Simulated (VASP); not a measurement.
# Ni (I4/mmm) in VASP: notebook

Runs on Ni. Level: LDA. Tasks: electric field gradients.

Program: VASP 6.6.1. These are calculated values, not measurements. Logs are shortened: lines on timing, memory, paths and dates and some standing lists are left out, and cuts for length are marked.

### 1 The cell of the first run

Symmetry: I4/mmm, No. 139, tetragonal system. The conventional cell has a = 2.450 Å, b = 2.450 Å, c = 3.536 Å, α = 90.00°, β = 90.00°, γ = 90.00°. Within 3.2 Å of Ni (site symmetry 4/mmm) lie 12 Ni at 2.45 to 2.48 Å.

### 2 Electric field gradients, LDA, collinear spin, ferromagnetic start (equal xx and yy strain of -2 %)

The input, INCAR:

```
SYSTEM = Ni
PREC = Accurate ; ENCUT = 520
EDIFF = 1E-8 ; ISMEAR = -1
SIGMA = 0.05 ; LREAL = .False.
LASPH = .True. ; NELM = 150
ALGO = Normal ; ISIF = 2
LWAVE = .False. ; LCHARG = .False.
ISPIN = 2 ; MAGMOM = 1.5
LORBIT = 11 ; LMAXMIX = 4
LEFG = .True. ; NBANDS = 15
```

The input, KPOINTS:

```
Automatic mesh
0
Gamma
  20 20 20
  0 0 0
```

The input, POSCAR:

```
Ni
1.0
    0.0000000000      1.7325910000      1.7679500000
    1.7325910000      0.0000000000      1.7679500000
    1.7325910000      1.7325910000      0.0000000000
Ni
1
Direct
    0.0000000000      0.0000000000      0.0000000000
```

Potentials or basis: VASP PAW LDA potentials, release 64 (Ni).

The run is started by

```console
> cat potpaw_LDA.64/Ni/POTCAR > POTCAR
> mpirun -np 1 vasp_std > vasp.out
```

OUTCAR:

```text
SYSTEM = Ni
   PREC = Accurate
   ENCUT = 520
   EDIFF = 1E-8
   ISMEAR = -1
   LREAL = .False.
   LASPH = .True.
   NELM = 150
   ISIF = 2
   ISPIN = 2
   LORBIT = 11

 ion  position               nearest neighbor table
   1  0.000  0.000  0.000-

  LATTYP: Found a body centered tetragonal cell.
 ALAT       =     2.4502536902
 C/A-ratio  =     1.4430750636

  Lattice vectors:

 A1 = (  -1.7325910000,   0.0000000000,   1.7679500000)
 A2 = (   1.7325910000,   0.0000000000,   1.7679500000)
 A3 = (   0.0000000000,   1.7325910000,  -1.7679500000)

Analysis of symmetry for initial positions (statically):
=====================================================================
 Subroutine PRICEL returns:
 Original cell was already a primitive cell.

 Routine SETGRP: Setting up the symmetry group for a
 body centered tetragonal supercell.

 Subroutine GETGRP returns: Found 16 space group operations
 (whereof 16 operations were pure point group operations)
 out of a pool of 16 trial point group operations.

The static configuration has the point symmetry D_4h.

Analysis of symmetry for dynamics (positions and initial velocities):
=====================================================================
 Subroutine PRICEL returns:
 Original cell was already a primitive cell.

 Routine SETGRP: Setting up the symmetry group for a
 body centered tetragonal supercell.

 Subroutine GETGRP returns: Found 16 space group operations
 (whereof 16 operations were pure point group operations)
 out of a pool of 16 trial point group operations.

The dynamic configuration has the point symmetry D_4h.

Analysis of structural, dynamic, and magnetic symmetry:
=====================================================================
 Subroutine PRICEL returns:
 Original cell was already a primitive cell.

 Routine SETGRP: Setting up the symmetry group for a
 body centered tetragonal supercell.

 Subroutine GETGRP returns: Found 16 space group operations
 (whereof 16 operations were pure point group operations)
 out of a pool of 16 trial point group operations.

The overall configuration has the point symmetry D_4h.

 Subroutine INISYM returns: Found 16 space group operations
 (whereof 16 operations are pure point group operations),
 and found     1 'primitive' translations

[... 583 lines left out ...]

 k-point     1 :       0.0000    0.0000    0.0000
  band No.  band energies     occupation
      1       0.2694      1.00000
      2       7.4982      1.00000
      3       7.6290      1.00000
      4       7.6290      1.00000
      5       8.6584      1.00000
      6       8.7996      0.99999
      7      33.3663      0.00000
      8      37.2179      0.00000
      9      37.4512      0.00000
     10      37.4512      0.00000
     11      40.4938      0.00000
     12      40.4938      0.00000
     13      40.6244      0.00000
     14      43.4503      0.00000
[... 403 lines left out ...]
      4       7.7233      1.00000
      5       9.1605      0.98680
      6       9.5224      0.05099
      7      18.9831      0.00000
      8      31.1063      0.00000
      9      33.9960      0.00000
     10      36.1070      0.00000
     11      38.1146      0.00000
     12      39.4453      0.00000
     13      43.7218      0.00000
     14      50.6215      0.00000
     15      52.3016      0.00000

 [... further k-points ...]

------------------------ aborting loop because EDIFF is reached ----------------------------------------

  FORCE on cell =-STRESS in cart. coord.  units (eV):
  Direction    XX          YY          ZZ          XY          YZ          ZX
  --------------------------------------------------------------------------------------
  -------------------------------------------------------------------------------------
  Total       -0.7628895     -0.7628895     -0.9315654      0.0000000      0.0000000      0.0000000
  in kB     -115.1542957   -115.1542957   -140.6150622      0.0000000      0.0000000      0.0000000
  external PRESSURE =    -123.6412179 kB  Pullay stress =       0.0000000 kB

 VOLUME and BASIS-vectors are now :
 -----------------------------------------------------------------------------
  energy-cutoff  :      520.00
  volume of cell :       10.61
      direct lattice vectors                 reciprocal lattice vectors
     0.000000000  1.732591000  1.767950000    -0.288585131  0.288585131  0.282813428
     1.732591000  0.000000000  1.767950000     0.288585131 -0.288585131  0.282813428
     1.732591000  1.732591000  0.000000000     0.288585131  0.288585131 -0.282813428

 POSITION                                       TOTAL-FORCE (eV/Angst)
 -----------------------------------------------------------------------------------
      0.00000      0.00000      0.00000         0.000000      0.000000     -0.000000
 -----------------------------------------------------------------------------------
    total drift:                               -0.000000     -0.000000     -0.000000

  FREE ENERGIE OF THE ION-ELECTRON SYSTEM (eV)
  ---------------------------------------------------
  free  energy   TOTEN  =        -6.5610148782 eV

  energy  without entropy=       -6.5461267614  energy(sigma->0) =       -6.55357082

 Electric field gradients (V/A^2)
---------------------------------------------------------------------
 ion       V_xx      V_yy      V_zz      V_xy      V_xz      V_yz
---------------------------------------------------------------------
   1      -0.715    -0.715     1.430     0.001    -0.001    -0.001
---------------------------------------------------------------------

 Electric field gradients after diagonalization (V/A^2)
 (convention: |V_zz| > |V_xx| > |V_yy|)
----------------------------------------------------------------------
 ion       V_xx      V_yy      V_zz     asymmetry (V_yy - V_xx)/ V_zz
----------------------------------------------------------------------
   1      -0.716    -0.714     1.430       0.002
----------------------------------------------------------------------

           NMR quadrupolar parameters

 Cq : quadrupolar parameter    Cq=e*Q*V_zz/h
 eta: asymmetry parameters     (V_yy - V_xx)/ V_zz
 Q  : nuclear electric quadrupole moment in mb (millibarn)
----------------------------------------------------------------------
 ion       Cq(MHz)       eta       Q (mb)
----------------------------------------------------------------------
   1       0.003       0.002       1.000
----------------------------------------------------------------------

 total charge

# of ion       s       p       d       tot
------------------------------------------
    1        0.510   0.518   8.336   9.365

 magnetization (x)

# of ion       s       p       d       tot
------------------------------------------
    1       -0.005  -0.018   0.632   0.609
```

Wall time 86 s (1 thread of Intel Xeon 6975P-C (Granite Rapids), shared host); peak memory 0.24 GiB.

Results:

- Free energy: -6.5610 eV
- Pressure: -12.4 GPa
- Net moment: 0.61 μB per cell
- Site moments: Ni +0.61 μB
- Valence electrons inside the program's atomic spheres: Ni 9.37

Electric field gradients, principal values (V/Å²):
```
atom   least  middle  greatest (by size)
1 Ni  -0.714  -0.716               1.430
```

Caveat: the cell differs from its parent crystal (equal xx and yy strain of -2 %); without QUAD_EFG the Cq values of the log hold for a quadrupole moment of 1 mb, not for the nuclei.

### 3 Electric field gradients, LDA, collinear spin, ferromagnetic start (equal xx and yy strain of -1 %)

The input, INCAR:

```
SYSTEM = Ni
  PREC = Accurate
  ENCUT = 520
  EDIFF = 1E-8
  ISMEAR = -1
  SIGMA = 0.05
  LREAL = .False.
  LASPH = .True.
  NELM = 150
  ALGO = Normal
  ISIF = 2
  LWAVE = .False.
  LCHARG = .False.
  ISPIN = 2
  MAGMOM = 1.5
  LORBIT = 11
  LMAXMIX = 4
  LEFG = .True.
  NBANDS = 15
```

The input, KPOINTS:

```
regular mesh
0
Gamma
  20 20 20
  0 0 0
```

The input, POSCAR:

```
Ni
1.0
    0.0000000000      1.7502705000      1.7679500000
    1.7502705000      0.0000000000      1.7679500000
    1.7502705000      1.7502705000      0.0000000000
Ni
1
Direct
    0.0000000000      0.0000000000      0.0000000000
```

Potentials or basis: VASP PAW LDA potentials, release 64 (Ni).

The run is started by

```console
> cat potpaw_LDA.64/Ni/POTCAR > POTCAR
> mpirun -np 1 vasp_std > vasp.out
```

OUTCAR:

```text
SYSTEM = Ni
   PREC = Accurate
   ENCUT = 520
   EDIFF = 1E-8
   ISMEAR = -1
   LREAL = .False.
   LASPH = .True.
   NELM = 150
   ISIF = 2
   ISPIN = 2
   LORBIT = 11

 ion  position               nearest neighbor table
   1  0.000  0.000  0.000-

  LATTYP: Found a body centered tetragonal cell.
 ALAT       =     2.4752562789
 C/A-ratio  =     1.4284985479

  Lattice vectors:

 A1 = (  -1.7502705000,   0.0000000000,   1.7679500000)
 A2 = (   1.7502705000,   0.0000000000,   1.7679500000)
 A3 = (   0.0000000000,   1.7502705000,  -1.7679500000)

Analysis of symmetry for initial positions (statically):
=====================================================================
 Subroutine PRICEL returns:
 Original cell was already a primitive cell.

 Routine SETGRP: Setting up the symmetry group for a
 body centered tetragonal supercell.

 Subroutine GETGRP returns: Found 16 space group operations
 (whereof 16 operations were pure point group operations)
 out of a pool of 16 trial point group operations.

The static configuration has the point symmetry D_4h.

Analysis of symmetry for dynamics (positions and initial velocities):
=====================================================================
 Subroutine PRICEL returns:
 Original cell was already a primitive cell.

 Routine SETGRP: Setting up the symmetry group for a
 body centered tetragonal supercell.

 Subroutine GETGRP returns: Found 16 space group operations
 (whereof 16 operations were pure point group operations)
 out of a pool of 16 trial point group operations.

The dynamic configuration has the point symmetry D_4h.

[... 1028 lines left out ...]
     11      37.3286      0.00000
     12      38.9006      0.00000
     13      43.1012      0.00000
     14      49.8135      0.00000
     15      51.5484      0.00000

 [... further k-points ...]

------------------------ aborting loop because EDIFF is reached ----------------------------------------

  FORCE on cell =-STRESS in cart. coord.  units (eV):
  Direction    XX          YY          ZZ          XY          YZ          ZX
  --------------------------------------------------------------------------------------
  -------------------------------------------------------------------------------------
  Total       -1.0577835     -1.0577835     -1.1370908      0.0000000      0.0000000      0.0000000
  in kB     -156.4577339   -156.4577339   -168.1881568      0.0000000      0.0000000      0.0000000
  external PRESSURE =    -160.3678749 kB  Pullay stress =       0.0000000 kB

 VOLUME and BASIS-vectors are now :
 -----------------------------------------------------------------------------
  energy-cutoff  :      520.00
  volume of cell :       10.83
      direct lattice vectors                 reciprocal lattice vectors
     0.000000000  1.750270500  1.767950000    -0.285670129  0.285670129  0.282813428
     1.750270500  0.000000000  1.767950000     0.285670129 -0.285670129  0.282813428
     1.750270500  1.750270500  0.000000000     0.285670129  0.285670129 -0.282813428

 POSITION                                       TOTAL-FORCE (eV/Angst)
 -----------------------------------------------------------------------------------
      0.00000      0.00000      0.00000         0.000000     -0.000000     -0.000000
 -----------------------------------------------------------------------------------
    total drift:                                0.000000     -0.000000      0.000000

  FREE ENERGIE OF THE ION-ELECTRON SYSTEM (eV)
  ---------------------------------------------------
  free  energy   TOTEN  =        -6.5425168868 eV

  energy  without entropy=       -6.5273649955  energy(sigma->0) =       -6.53494094

 Electric field gradients (V/A^2)
---------------------------------------------------------------------
 ion       V_xx      V_yy      V_zz      V_xy      V_xz      V_yz
---------------------------------------------------------------------
   1      -0.353    -0.353     0.706    -0.003     0.001     0.001
---------------------------------------------------------------------

 Electric field gradients after diagonalization (V/A^2)
 (convention: |V_zz| > |V_xx| > |V_yy|)
----------------------------------------------------------------------
 ion       V_xx      V_yy      V_zz     asymmetry (V_yy - V_xx)/ V_zz
----------------------------------------------------------------------
   1      -0.356    -0.350     0.706       0.008
----------------------------------------------------------------------

           NMR quadrupolar parameters

 Cq : quadrupolar parameter    Cq=e*Q*V_zz/h
 eta: asymmetry parameters     (V_yy - V_xx)/ V_zz
 Q  : nuclear electric quadrupole moment in mb (millibarn)
----------------------------------------------------------------------
 ion       Cq(MHz)       eta       Q (mb)
----------------------------------------------------------------------
   1       0.002       0.008       1.000
----------------------------------------------------------------------

 total charge

# of ion       s       p       d       tot
------------------------------------------
    1        0.501   0.500   8.327   9.328

 magnetization (x)

# of ion       s       p       d       tot
------------------------------------------
    1       -0.005  -0.018   0.636   0.613
```

OSZICAR:

```text
N       E                     dE             d eps       ncg     rms          rms(c)
DAV:   1     0.323632342161E+02    0.32363E+02   -0.42291E+03 40812   0.869E+02
DAV:   2    -0.613770806676E+01   -0.38501E+02   -0.35597E+02 43717   0.163E+02
DAV:   3    -0.760137484930E+01   -0.14637E+01   -0.14536E+01 46909   0.313E+01
DAV:   4    -0.761038707026E+01   -0.90122E-02   -0.90106E-02 47375   0.233E+00
DAV:   5    -0.761049818705E+01   -0.11112E-03   -0.11112E-03 47762   0.231E-01    0.106E+01
DAV:   6    -0.694956167242E+01    0.66094E+00   -0.14514E+01 55919   0.433E+01    0.636E+00
DAV:   7    -0.656183046484E+01    0.38773E+00   -0.27831E+00 51325   0.167E+01    0.178E+00
DAV:   8    -0.654679072026E+01    0.15040E-01   -0.23134E-02 46341   0.941E-01    0.906E-01
DAV:   9    -0.654346807401E+01    0.33226E-02   -0.19909E-03 64495   0.247E-01    0.300E-01
DAV:  10    -0.654253310410E+01    0.93497E-03   -0.10218E-03 66610   0.171E-01    0.371E-02
DAV:  11    -0.654251737846E+01    0.15726E-04   -0.20918E-05 56185   0.291E-02    0.244E-02
DAV:  12    -0.654251721197E+01    0.16649E-06   -0.57475E-06 60985   0.125E-02    0.542E-03
DAV:  13    -0.654251702680E+01    0.18517E-06   -0.10578E-07 50119   0.380E-03    0.451E-03
DAV:  14    -0.654251688981E+01    0.13699E-06   -0.89242E-08 44312   0.187E-03    0.894E-04
DAV:  15    -0.654251688679E+01    0.30118E-08   -0.78879E-09 38662   0.740E-04
   1 F= -.65425169E+01 E0= -.65349409E+01  d E =-.151519E-01  mag=     0.6082
```

stdout:

```text
POSCAR found type information on POSCAR Ni
 POSCAR found :  1 types and       1 ions
 scaLAPACK will be used
 LDA part: xc-table for (Slater(with rela. corr.)+CA(PZ))
 , standard interpolation
 POSCAR, INCAR and KPOINTS ok, starting setup
 FFT: planning ... GRIDC
 FFT: planning ... GRID_SOFT
 FFT: planning ... GRID
 WAVECAR not read
 entering main loop
ion   1
```

Run time: 98 s. Hardware: 1 thread of Intel Xeon 6975P-C (Granite Rapids), shared host; peak memory 0.25 GiB.

What came out:

* Free energy: -6.5425 eV
* Pressure: -16.0 GPa
* Net moment: 0.61 μB per cell
* Site moments: Ni +0.61 μB
* Valence electrons inside the program's atomic spheres: Ni 9.33

Levels at points of the mesh, in eV from the Fermi level:
Spin up:
```tsv
k point	band 1	band 2	band 3	band 4	band 5	band 6	band 7	band 8	band 9	band 10
(0.00, 0.00, 0.00)	-9.01	-2.40	-2.34	-2.34	-1.23	-1.17	23.83	27.55	27.65	27.65
(0.50, 0.00, 0.00)	-4.81	-2.39	-2.33	-0.52	-0.49	-0.26	5.75	22.33	24.49	24.81
(0.50, 0.50, 0.00)	-4.64	-4.14	-0.47	-0.36	-0.36	2.31	9.14	14.98	14.98	20.02
(0.50, 0.00, 0.50)	-4.63	-4.15	-0.48	-0.37	-0.33	2.54	9.41	14.73	14.74	19.81
```
Spin down:
```
           k point  band 1  band 2  band 3  band 4  band 5  band 6  band 7  band 8  band 9  band 10
(0.00, 0.00, 0.00)   -8.97   -1.78   -1.72   -1.72   -0.66   -0.59   23.81   27.59   27.70    27.70
(0.50, 0.00, 0.00)   -4.43   -1.83   -1.77   -0.23    0.14    0.16    6.13   22.30   24.61    24.93
(0.50, 0.50, 0.00)   -4.28   -3.62    0.12    0.35    0.35    2.35    9.42   15.05   15.05    20.25
(0.50, 0.00, 0.50)   -4.27   -3.63    0.12    0.33    0.38    2.59    9.68   14.80   14.81    20.04
```

Electric field gradients, principal values (V/Å²):
```tsv
atom	least	middle	greatest (by size)
1 Ni	-0.350	-0.356	0.706
```

Caveat: the cell differs from its parent crystal (equal xx and yy strain of -1 %); without QUAD_EFG the Cq values of the log hold for a quadrupole moment of 1 mb, not for the nuclei.
